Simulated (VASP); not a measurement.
# AlH4 (Pm-3m) in VASP: further runs

Runs on AlH4. Level: PBE. Tasks: single point, relaxation of cell and atoms.

Everything below comes from runs of VASP 6.6.1. Logs are shortened: lines on timing, memory, paths and dates and some standing lists are left out, and cuts for length are marked.

### Step 1. The cell of the first run

Symmetry: Pm-3m, No. 221, cubic system. Conventional cell: a = 3.391 Å, b = 3.391 Å, c = 3.391 Å, α = 90.00°, β = 90.00°, γ = 90.00°. Within 2.3 Å of Al (site symmetry m-3m) lie 6 H at 1.70 Å. H (site symmetry 4/mmm) has 2 Al at 1.70 Å within 2.3 Å. H (site symmetry m-3m) has 12 H at 2.40 Å and 8 Al at 2.94 Å within 3.2 Å.

The cell was built from a structure type or drawn by symmetry, and may not be a known phase.

### Step 2. Single point, PBE

File INCAR:

```
ALGO = Normal
EDIFF = 1E-6
ENCUT = 520
GGA = PE
ISIF = 2
ISMEAR = 0
LASPH = True
LCHARG = False
LREAL = False
LWAVE = False
NBANDS = 12
NELM = 60
PREC = Accurate
SIGMA = 0.1
```

File KPOINTS:

```
k-points
0
Gamma
  4 4 4
```

File POSCAR:

```
AlH4
1.0
    3.3908991097      0.0000000000      0.0000000000
    0.0000000000      3.3908991097      0.0000000000
    0.0000000000      0.0000000000      3.3908991097
Al H
1 4
Direct
    0.0000000000      0.0000000000      0.0000000000
    0.5000000000      0.0000000000      0.0000000000
    0.0000000000      0.5000000000      0.0000000000
    0.0000000000      0.0000000000      0.5000000000
    0.5000000000      0.5000000000      0.5000000000
```

Potentials or basis: VASP PAW PBE potentials, release 64 (Al, H).

Launch:

```
cat potpaw_PBE.64/Al/POTCAR potpaw_PBE.64/H/POTCAR > POTCAR
mpirun -np 1 vasp_std > vasp.out
```

OUTCAR:

```text
EDIFF = 1E-6
   ENCUT = 520
   GGA = PE
   ISIF = 2
   ISMEAR = 0
   LASPH = True
   LREAL = False
   NELM = 60
   PREC = Accurate

 ion  position               nearest neighbor table
   1  0.000  0.000  0.000-   2 1.70   3 1.70   4 1.70   4 1.70   3 1.70   2 1.70
   2  0.500  0.000  0.000-   1 1.70   1 1.70
   3  0.000  0.500  0.000-   1 1.70   1 1.70
   4  0.000  0.000  0.500-   1 1.70   1 1.70
   5  0.500  0.500  0.500-

  LATTYP: Found a simple cubic cell.
 ALAT       =     3.3908991097

  Lattice vectors:

 A1 = (   3.3908991097,   0.0000000000,   0.0000000000)
 A2 = (   0.0000000000,   3.3908991097,   0.0000000000)
 A3 = (   0.0000000000,   0.0000000000,   3.3908991097)

Analysis of symmetry for initial positions (statically):
=====================================================================
 Subroutine PRICEL returns:
 Original cell was already a primitive cell.

 Routine SETGRP: Setting up the symmetry group for a
 simple cubic supercell.

 Subroutine GETGRP returns: Found 48 space group operations
 (whereof 48 operations were pure point group operations)
 out of a pool of 48 trial point group operations.

The static configuration has the point symmetry O_h .

Analysis of symmetry for dynamics (positions and initial velocities):
=====================================================================
 Subroutine PRICEL returns:
 Original cell was already a primitive cell.

 Routine SETGRP: Setting up the symmetry group for a
 simple cubic supercell.

 Subroutine GETGRP returns: Found 48 space group operations
 (whereof 48 operations were pure point group operations)
 out of a pool of 48 trial point group operations.

The dynamic configuration has the point symmetry O_h .

 Subroutine INISYM returns: Found 48 space group operations
 (whereof 48 operations are pure point group operations),
 and found     1 'primitive' translations

----------------------------------------------------------------------------------------

                                     Primitive cell

  volume of cell :      38.9892

  direct lattice vectors                    reciprocal lattice vectors
     3.390899110  0.000000000  0.000000000     0.294907034  0.000000000  0.000000000
     0.000000000  3.390899110  0.000000000     0.000000000  0.294907034  0.000000000
     0.000000000  0.000000000  3.390899110     0.000000000  0.000000000  0.294907034

  length of vectors
     3.390899110  3.390899110  3.390899110     0.294907034  0.294907034  0.294907034

  position of ions in fractional coordinates (direct lattice)
     0.000000000  0.000000000  0.000000000
     0.500000000  0.000000000  0.000000000
     0.000000000  0.500000000  0.000000000
     0.000000000  0.000000000  0.500000000
     0.500000000  0.500000000  0.500000000

  ion indices of the primitive-cell ions
   primitive index   ion index
                 1           1
                 2           2
                 3           3
                 4           4
                 5           5

----------------------------------------------------------------------------------------

 KPOINTS: k-points

Automatic generation of k-mesh.
 Grid dimensions read from file:
 generate k-points for:    4    4    4

 Generating k-lattice:

  Cartesian coordinates                     Fractional coordinates (reciprocal lattice)
     0.073726759  0.000000000  0.000000000     0.250000000  0.000000000  0.000000000
     0.000000000  0.073726759  0.000000000     0.000000000  0.250000000  0.000000000
     0.000000000  0.000000000  0.073726759     0.000000000  0.000000000  0.250000000

  Length of vectors
     0.073726759  0.073726759  0.073726759

  Shift w.r.t. Gamma in fractional coordinates (k-lattice)
     0.000000000  0.000000000  0.000000000

 Subroutine IBZKPT returns following result:
 ===========================================

 Found     10 irreducible k-points:

 Following reciprocal coordinates:
            Coordinates               Weight
  0.000000  0.000000  0.000000      1.000000
  0.250000  0.000000  0.000000      6.000000
  0.500000  0.000000  0.000000      3.000000
  0.250000  0.250000  0.000000     12.000000
  0.500000  0.250000  0.000000     12.000000
  0.500000  0.500000  0.000000      3.000000
  0.250000  0.250000  0.250000      8.000000
  0.500000  0.250000  0.250000     12.000000
  0.500000  0.500000  0.250000      6.000000
  0.500000  0.500000  0.500000      1.000000
   k-points           NKPTS =     10   k-points in BZ     NKDIM =     10   number of bands    NBANDS=     12
   number of dos      NEDOS =    301   number of ions     NIONS =      5
   total plane-waves  NPLWV =  21952
   dimension x,y,z NGX =    28 NGY =   28 NGZ =   28
   dimension x,y,z NGXF=    56 NGYF=   56 NGZF=   56
   ions per type =               1   4
   NGX,Y,Z   is equivalent  to a cutoff of  13.73, 13.73, 13.73 a.u.
   NGXF,Y,Z  is equivalent  to a cutoff of  27.46, 27.46, 27.46 a.u.
 SYSTEM =  unknown system
   PREC   = accura    normal or accurate (medium, high low for compatibility)
   ISTART =      0    job   : 0-new  1-cont  2-samecut
   ICHARG =      2    charge: 1-file 2-atom 10-const
   ISPIN  =      1    spin polarized calculation?
   LNONCOLLINEAR =      F non collinear calculations
   LSORBIT =      F    spin-orbit coupling
   LASPH  =      T    aspherical Exc in radial PAW
   ENCUT  =  520.0 eV  38.22 Ry    6.18 a.u.   6.30  6.30  6.30*2*pi/ulx,y,z
   NELM   =     60;   NELMIN=  2; NELMDL= -5     # of ELM steps
   EDIFF  = 0.1E-05   stopping-criterion for ELM
   LREAL  =      F    real-space projection
   EDIFFG = 0.1E-04   stopping-criterion for IOM
   NSW    =      0    number of steps for IOM
   IBRION =     -1    ionic relax: 0-MD 1-quasi-New 2-CG
   NFREE  =      0    steps in history (QN), initial steepest desc. (CG)
   ISIF   =      2    stress and relaxation
   ISYM   =      2    0-nonsym 1-usesym 2-fastsym
   POTIM  = 0.5000    time-step for ionic-motion
   TEBEG  =    0.0;   TEEND  =   0.0 temperature during run
   PSTRESS=    0.0 pullay stress
   NELECT =       7.0000    total number of electrons
   NUPDOWN=      -1.0000    fix difference up-down
   EMIN   =  10.00;   EMAX   =-10.00  energy-range for DOS
   EFERMI =   0.00;   METHOD = LEGACY
   ISMEAR =     0;   SIGMA  =   0.10  broadening in eV -4-tet -1-fermi 0-gaus
   EFERMI_NEDOS =   21; number of points for ismear=-14 and -15
   IALGO  =     38    algorithm
   IMIX   =      4    mixing-type and parameters
     AMIX     =   0.40;   BMIX     =  1.00
     AMIX_MAG =   1.60;   BMIX_MAG =  1.00
  volume/ion in A,a.u.               =       7.80        52.62
  Fermi-wavevector in a.u.,A,eV,Ry     =   0.923548  1.745252 11.604957  0.852940
  Thomas-Fermi vector in A             =   2.049196
   LORBIT       =      0    0 simple, 1 ext, 2 COOP (PROOUT), +10 PAW based schemes
   GGA     = PE    functional components
   LHFCALC =     F    Hartree Fock is set to
   AEXX    =    0.0000 exact exchange contribution
   IVDW    =     0    specifies the selected vdW correction
   LEPSILON=     F    determine dielectric tensor
   LRPA    =     F    only Hartree local field effects (RPA)
 non-spin polarized calculation
 Gauss-broadening in eV      SIGMA  =   0.10
  energy-cutoff  :      520.00
  volume of cell :       38.99
 maximum number of plane-waves:      1064
 NGX is ok and might be reduce to    28
   NGX = 13   NGY = 13   NGZ = 13

 number of electron       6.9999999 magnetization

 Free energy of the ion-electron system (eV)
  ---------------------------------------------------
  ext. energy  EPLUGINS =         0.00000000
  ---------------------------------------------------
  free energy    TOTEN  =       -14.58972245 eV

  energy without entropy =      -14.58281593  energy(sigma->0) =      -14.58626919

 E-fermi :   1.3480     XC(G=0):  -8.9385

 val. band max:        1.1787201940   @ k =   0.5000   0.5000   0.5000
 cond. band min:       1.4156998033   @ k =   0.5000   0.2500   0.0000
 fundamental gap:      0.2369796093
 Fermi energy:         1.3480355584

 k-point     1 :       0.0000    0.0000    0.0000
  band No.  band energies     occupation
      1      -8.3405      2.00000
      2       0.4678      2.00000
      3       0.4678      2.00000
      4       2.4084      0.00000
      5       6.2178      0.00000
      6       6.2178      0.00000
      7       6.2178      0.00000
      8      18.1032      0.00000
      9      18.1032      0.00000
     10      18.1032      0.00000
     11      18.6497      0.00000
     12      18.7846      0.00000

 k-point     2 :       0.2500    0.0000    0.0000
  band No.  band energies     occupation
      1      -7.6348      2.00000
      2      -1.8814      2.00000
      3       0.6487      2.00000
      4       2.2950      0.00000
      5       6.8323      0.00000
      6       6.8323      0.00000
      7       9.4101      0.00000
      8      13.7663      0.00000
      9      13.7663      0.00000
     10      14.7128      0.00000
     11      15.4587      0.00000
     12      18.5577      0.00000

 k-point     3 :       0.5000    0.0000    0.0000
  band No.  band energies     occupation
      1      -6.1761      2.00000
      2      -4.4668      2.00000
      3       0.8441      2.00000
      4       2.5995      0.00000
      5       7.8622      0.00000
      6       7.8622      0.00000
      7      11.2439      0.00000
      8      11.2711      0.00000
      9      11.2711      0.00000
     10      13.8052      0.00000
     11      15.7751      0.00000
     12      15.8688      0.00000

 k-point     4 :       0.2500    0.2500    0.0000
  band No.  band energies     occupation
      1      -6.9354      2.00000
      2      -1.7297      2.00000
      3      -1.0118      2.00000
      4       1.7501      0.00000
      5       7.4338      0.00000
      6       7.9511      0.00000
      7      10.3760      0.00000
      8      10.8833      0.00000
      9      14.1861      0.00000
     10      14.6217      0.00000
     11      15.4647      0.00000
     12      17.1301      0.00000

 k-point     5 :       0.5000    0.2500    0.0000
  band No.  band energies     occupation
      1      -5.4775      2.00000
      2      -3.9027      2.00000
      3      -0.6638      2.00000
      4       1.4157      0.33861
      5       7.4688      0.00000
      6       8.4258      0.00000
      7      10.0230      0.00000
      8      11.9440      0.00000
      9      13.2550      0.00000
     10      14.0341      0.00000
     11      15.3149      0.00000
     12      15.4067      0.00000

 k-point     6 :       0.5000    0.5000    0.0000
  band No.  band energies     occupation
      1      -3.8666      2.00000
      2      -2.9890      2.00000
      3      -2.9890      2.00000
      4      -0.1180      2.00000
      5       7.9195      0.00000
      6       9.3213      0.00000
      7      10.7019      0.00000
      8      11.8094      0.00000
      9      11.8094      0.00000
     10      13.0929      0.00000
     11      13.0929      0.00000
     12      16.5605      0.00000

 k-point     7 :       0.2500    0.2500    0.2500
  band No.  band energies     occupation
      1      -6.2463      2.00000
      2      -1.4299      2.00000
      3      -1.4299      2.00000
      4       0.7372      2.00000
      5       5.8809      0.00000
      6       9.0404      0.00000
      7       9.0404      0.00000
      8      12.3626      0.00000
      9      12.3626      0.00000
     10      13.2857      0.00000
     11      16.2146      0.00000
     12      20.2894      0.00000

 k-point     8 :       0.5000    0.2500    0.2500
  band No.  band energies     occupation
      1      -4.8020      2.00000
      2      -3.3991      2.00000
      3      -1.0796      2.00000
      4       1.1439      1.99611
      5       4.5606      0.00000
      6       7.5799      0.00000
      7       9.8991      0.00000
      8      10.8179      0.00000
      9      12.4380      0.00000
     10      15.8295      0.00000
     11      16.1377      0.00000
     12      19.5639      0.00000

 k-point     9 :       0.5000    0.5000    0.2500
  band No.  band energies     occupation
      1      -3.2406      2.00000
      2      -2.6569      2.00000
      3      -2.6569      2.00000
      4       0.4139      2.00000
      5       3.9898      0.00000
      6       7.8430      0.00000
      7       7.8430      0.00000
      8       8.0292      0.00000
      9      14.2934      0.00000
     10      18.2841      0.00000
     11      18.2841      0.00000
     12      20.0977      0.00000

 k-point    10 :       0.5000    0.5000    0.5000
  band No.  band energies     occupation
      1      -2.2605      2.00000
      2      -2.2605      2.00000
      3      -2.2605      2.00000
      4       1.1787      1.98336
      5       1.6783      0.00000
      6       6.0056      0.00000
      7       6.0056      0.00000
      8       6.0056      0.00000
      9      20.3737      0.00000
     10      20.3740      0.00000
     11      20.8503      0.00000
     12      20.8503      0.00000

------------------------ aborting loop because EDIFF is reached ----------------------------------------

  FORCE on cell =-STRESS in cart. coord.  units (eV):
  Direction    XX          YY          ZZ          XY          YZ          ZX
  --------------------------------------------------------------------------------------
  -------------------------------------------------------------------------------------
  Total       -0.0916319     -0.0916319     -0.0916319     -0.0000000      0.0000000     -0.0000000
  in kB       -3.7654147     -3.7654147     -3.7654147     -0.0000000      0.0000000     -0.0000000
  external PRESSURE =      -3.7654147 kB  Pullay stress =       0.0000000 kB

 VOLUME and BASIS-vectors are now :
 -----------------------------------------------------------------------------
  energy-cutoff  :      520.00
  volume of cell :       38.99
      direct lattice vectors                 reciprocal lattice vectors
     3.390899110  0.000000000  0.000000000     0.294907034  0.000000000  0.000000000
     0.000000000  3.390899110  0.000000000     0.000000000  0.294907034  0.000000000
     0.000000000  0.000000000  3.390899110     0.000000000  0.000000000  0.294907034

 POSITION                                       TOTAL-FORCE (eV/Angst)
 -----------------------------------------------------------------------------------
      0.00000      0.00000      0.00000         0.000000      0.000000      0.000000
      1.69545      0.00000      0.00000         0.000000      0.000000      0.000000
      0.00000      1.69545      0.00000         0.000000      0.000000      0.000000
      0.00000      0.00000      1.69545         0.000000      0.000000      0.000000
      1.69545      1.69545      1.69545         0.000000      0.000000      0.000000
 -----------------------------------------------------------------------------------
    total drift:                                0.000000      0.000000     -0.000000

  FREE ENERGIE OF THE ION-ELECTRON SYSTEM (eV)
  ---------------------------------------------------
  free  energy   TOTEN  =       -14.5897224471 eV

  energy  without entropy=      -14.5828159279  energy(sigma->0) =      -14.58626919
```

Run time: 12 s. Hardware: 1 thread of Intel Xeon 8259CL, shared host; peak memory 0.14 GiB.

Results:

| Item | Value |
| --- | --- |
| Free energy | -14.5897 eV |
| Pressure | -0.4 GPa |
| Band gap on the k mesh | zero (an odd number of electrons rules out a gap without spin polarisation) |

Caveat: the k points lie up to 0.46 Å⁻¹ apart, too coarse for converged energies and pressures of a metal.

### Step 3. Single point, PBE

This run uses another cell than the first one, of 11.07 Å³/atom.

File INCAR:

```
SYSTEM = AlH4
  PREC = Accurate
  ENCUT = 520
  EDIFF = 1E-6
  ISMEAR = 0
  SIGMA = 0.1
  LREAL = .FALSE.
  LASPH = .TRUE.
  NELM = 100
  ALGO = Normal
  ISIF = 2
  LWAVE = .FALSE.
  LCHARG = .FALSE.
  GGA = PE
  NBANDS = 12
```

File KPOINTS:

```
regular mesh
0
G
  4 4 4
  0 0 0
```

Changes to POSCAR since step 2:

```diff
@@ -2,5 +2,5 @@
 1.0
-    3.3908991097      0.0000000000      0.0000000000
-    0.0000000000      3.3908991097      0.0000000000
-    0.0000000000      0.0000000000      3.3908991097
+    3.8114425000      0.0000000000      0.0000000000
+    0.0000000000      3.8114425000      0.0000000000
+    0.0000000000      0.0000000000      3.8114425000
 Al H
```

Potentials or basis: VASP PAW PBE potentials, release 64 (Al, H).

Launch:

```
cat potpaw_PBE.64/Al/POTCAR potpaw_PBE.64/H/POTCAR > POTCAR
mpirun -np 1 vasp_std > vasp.out
```

It took 11 s on 1 thread of Intel Xeon 8259CL, shared host; peak memory 0.15 GiB.

It converged, with:

```
Free energy            : -13.7953 eV
Pressure               : -12.1 GPa
Band gap on the k mesh : zero (an odd number of electrons rules out a gap without spin polarisation)
```

Levels at points of the mesh, in eV from the Fermi level:
```
           k point  band 1  band 2  band 3  band 4  band 5  band 6  band 7
(0.00, 0.00, 0.00)   -7.64   -0.58   -0.58    0.48    4.08    4.08    4.08
(0.50, 0.00, 0.00)   -6.15   -4.25   -0.35    0.75    5.06    5.06    6.91
(0.50, 0.50, 0.00)   -4.51   -3.30   -3.30   -0.81    4.32    5.91    8.06
(0.50, 0.50, 0.50)   -2.87   -2.87   -2.87   -1.01   -0.08    5.02    5.02
```

Caveat: the k points lie up to 0.41 Å⁻¹ apart, too coarse for converged energies and pressures of a metal.

[end of part 1 of 2]
